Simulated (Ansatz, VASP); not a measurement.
## One calculation of H, two programs

```xyz
2
Lattice="8.0000 0.0000 0.0000 0.0000 8.0000 0.0000 0.0000 0.0000 8.0000" Properties=species:S:1:pos:R:3 pbc="T T T"
H     4.0000    4.0000    3.3400
H     4.0000    4.0000    4.6600
```

Alike in both runs: task single point; functional HSE06; k mesh 1 × 1 × 1; no spin polarisation.

|  | VASP | Ansatz |
| --- | --- | --- |
| version | VASP 6.6.1 | Ansatz 0.2.0 |
| potentials or method | VASP PAW PBE potentials, release 64 (H), cutoff 400 eV | scalar-relativistic, plane waves, PAW |
| occupations | gaussian, width 0.01 eV | fixed |
| valence electrons in the cell | 2 | 2 |

|  | VASP | Ansatz | Ansatz less VASP |
| --- | --- | --- | --- |
| gap on the k mesh at the Fermi level (eV) | 7.42 | 7.40 | -0.020 |
| rms of the force components (eV/Å) | 2.766 | 2.776 | +0.0103 |

Atom by atom the forces differ by 0.010 eV/Å (rms over components).
